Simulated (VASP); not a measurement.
# TePb (I4/mmm) in VASP: further runs, part 2 of 2

VASP 6.6.1. The steps go on from the part before.

## 4. Single point, PBE (strain +0.050 along x and y, +0.000 along z)

The input, INCAR:

```
SYSTEM = TePb
PREC = Accurate
ENCUT = 500
EDIFF = 1E-6
ISMEAR = 0
SIGMA = 0.05
LREAL = .False.
LASPH = .True.
NELM = 120
ALGO = Normal
ISIF = 2
LWAVE = .False.
LCHARG = .True.
GGA = PE
LELF = .True.
LVHAR = .True.
NBANDS = 17
GGA_COMPAT = .False.
```

The input, KPOINTS:

```
Automatic mesh
0
Gamma
  8 8 8
  0 0 0
```

The input, POSCAR:

```
TePb
1.0
    0.0000000000      3.3883500000      3.2270000000
    3.3883500000      0.0000000000      3.2270000000
    3.3883500000      3.3883500000      0.0000000000
Te Pb
1 1
Direct
    0.5000000000      0.5000000000      0.5000000000
    0.0000000000      0.0000000000      0.0000000000
```

Potentials or basis: VASP PAW PBE potentials, release 64 (Te, Pb_d).

Launch:

```bash
$ cat potpaw_PBE.64/Te/POTCAR potpaw_PBE.64/Pb_d/POTCAR > POTCAR
$ mpirun -np 1 vasp_std > vasp.out
```

OUTCAR:

```text
SYSTEM = TePb
   PREC = Accurate
   ENCUT = 500
   EDIFF = 1E-6
   ISMEAR = 0
   LREAL = .False.
   LASPH = .True.
   NELM = 120
   ISIF = 2
   GGA = PE

 ion  position               nearest neighbor table
   1  0.500  0.500  0.500-   2 3.23   2 3.23   2 3.39   2 3.39   2 3.39   2 3.39
   2  0.000  0.000  0.000-   1 3.23   1 3.23   1 3.39   1 3.39   1 3.39   1 3.39

  LATTYP: Found a body centered tetragonal cell.
 ALAT       =     4.7918505241
 C/A-ratio  =     1.3468700594

  Lattice vectors:

 A1 = (   0.0000000000,  -3.3883500000,  -3.2270000000)
 A2 = (   0.0000000000,   3.3883500000,  -3.2270000000)
 A3 = (   3.3883500000,   0.0000000000,   3.2270000000)

Analysis of symmetry for initial positions (statically):
=====================================================================
 Subroutine PRICEL returns:
 Original cell was already a primitive cell.

 Routine SETGRP: Setting up the symmetry group for a
 body centered tetragonal supercell.

 Subroutine GETGRP returns: Found 16 space group operations
 (whereof 16 operations were pure point group operations)
 out of a pool of 16 trial point group operations.

The static configuration has the point symmetry D_4h.
[... 156 lines left out ...]
  ext. energy  EPLUGINS =         0.00000000
  ---------------------------------------------------
  free energy    TOTEN  =        -7.47555855 eV

  energy without entropy =       -7.47555855  energy(sigma->0) =       -7.47555855

 E-fermi :   4.7738     XC(G=0):  -8.8804

 val. band max:        4.5339836460   @ k =   0.5000   0.0000   0.0000
 cond. band min:       5.3405871983   @ k =   0.5000   0.0000   0.0000
 fundamental gap:      0.8066035523
 Fermi energy:         4.7738084790

 k-point     1 :       0.0000    0.0000    0.0000
  band No.  band energies     occupation
      1     -12.1416      2.00000
      2     -12.1382      2.00000
      3     -12.1196      2.00000
      4     -12.1196      2.00000
      5     -12.1186      2.00000
      6      -6.8289      2.00000
[... 457 lines left out ...]
      4     -12.1165      2.00000
      5     -12.1093      2.00000
      6      -6.0181      2.00000
[... 9 lines left out ...]
     16      13.0607      0.00000
     17      14.2832      0.00000

 [... further k-points ...]
[... 5 lines left out ...]
  --------------------------------------------------------------------------------------
  -------------------------------------------------------------------------------------
  Total       -1.2806405     -1.2806405      0.7066833      0.0000000     -0.0000000     -0.0000000
  in kB      -27.6905972    -27.6905972     15.2802317      0.0000000     -0.0000000     -0.0000000
  external PRESSURE =     -13.3669876 kB  Pullay stress =       0.0000000 kB

 VOLUME and BASIS-vectors are now :
 -----------------------------------------------------------------------------
  energy-cutoff  :      500.00
  volume of cell :       74.10
      direct lattice vectors                 reciprocal lattice vectors
     0.000000000  3.388350000  3.227000000    -0.147564449  0.147564449  0.154942671
     3.388350000  0.000000000  3.227000000     0.147564449 -0.147564449  0.154942671
     3.388350000  3.388350000  0.000000000     0.147564449  0.147564449 -0.154942671

 POSITION                                       TOTAL-FORCE (eV/Angst)
 -----------------------------------------------------------------------------------
      3.38835      3.38835      3.22700        -0.000000     -0.000000      0.000000
      0.00000      0.00000      0.00000         0.000000      0.000000     -0.000000
 -----------------------------------------------------------------------------------
    total drift:                                0.000000      0.000000      0.000000

  FREE ENERGIE OF THE ION-ELECTRON SYSTEM (eV)
  ---------------------------------------------------
  free  energy   TOTEN  =        -7.4755585462 eV

  energy  without entropy=       -7.4755585462  energy(sigma->0) =       -7.47555855
```

OSZICAR:

```text
N       E                     dE             d eps       ncg     rms          rms(c)
DAV:   1     0.150362083500E+03    0.15036E+03   -0.89223E+03  2014   0.109E+03
DAV:   2     0.297079343254E+01   -0.14739E+03   -0.14315E+03  2161   0.286E+02
DAV:   3    -0.735765886704E+01   -0.10328E+02   -0.10282E+02  2577   0.829E+01
DAV:   4    -0.763880595168E+01   -0.28115E+00   -0.28102E+00  2680   0.157E+01
DAV:   5    -0.764806820048E+01   -0.92622E-02   -0.92620E-02  2799   0.244E+00    0.283E+00
DAV:   6    -0.747769601858E+01    0.17037E+00   -0.39431E-01  2866   0.396E+00    0.167E+00
DAV:   7    -0.747315461469E+01    0.45414E-02   -0.99955E-02  2420   0.143E+00    0.887E-01
DAV:   8    -0.747592575235E+01   -0.27711E-02   -0.13005E-02  2343   0.113E+00    0.181E-01
DAV:   9    -0.747548393924E+01    0.44181E-03   -0.23306E-03  2878   0.457E-01    0.627E-02
DAV:  10    -0.747555191712E+01   -0.67978E-04   -0.19382E-04  2345   0.828E-02    0.269E-02
DAV:  11    -0.747555815605E+01   -0.62389E-05   -0.35657E-05  2798   0.448E-02    0.624E-03
DAV:  12    -0.747555854617E+01   -0.39012E-06   -0.27848E-06  2518   0.157E-02
   1 F= -.74755585E+01 E0= -.74755585E+01  d E =-.224720E-13
```

It took 47 s on 1 thread of Intel Xeon Platinum 8375C at 2.90GHz (Ice Lake), shared host; peak memory 0.24 GiB.

What came out:

```yaml
Free_energy: -7.4756 eV
Pressure: -1.3 GPa
Band_gap_on_the_k_mesh: 0.81 eV
```

Caveat: the cell differs from its parent crystal (strain +0.050 along x and y, +0.000 along z); spin-orbit coupling is left out, which moves the levels of the heavy elements. A k mesh can miss the band edges.

## 5. Summary

```tsv
cell	gap on the mesh (eV)	pressure (GPa)
a = 4.569, b = 4.569, c = 4.792 Å, angles 58.4, 58.4, 63.2°, 2 atoms	0.39	1.5
a = 4.624, b = 4.624, c = 4.792 Å, angles 58.8, 58.8, 62.4°, 2 atoms	0.63	-0.1
a = 4.679, b = 4.679, c = 4.792 Å, angles 59.2, 59.2, 61.6°, 2 atoms	0.81	-1.3
```

Alike in all rows: task single point; level PBE; potentials or basis VASP PAW PBE potentials, release 64 (Te, Pb_d); no spin polarisation; k mesh 8 × 8 × 8; cutoff (eV) 500; smearing gaussian 0.05 eV.

Caveats: spin-orbit coupling is left out, which moves the levels of the heavy elements; the stress differs along the axes, from -3 to 10 GPa (at least some runs); the stress differs along the axes, from -3 to 5 GPa (at least some runs).

Absolute energies hang on the potentials; compare differences alone.
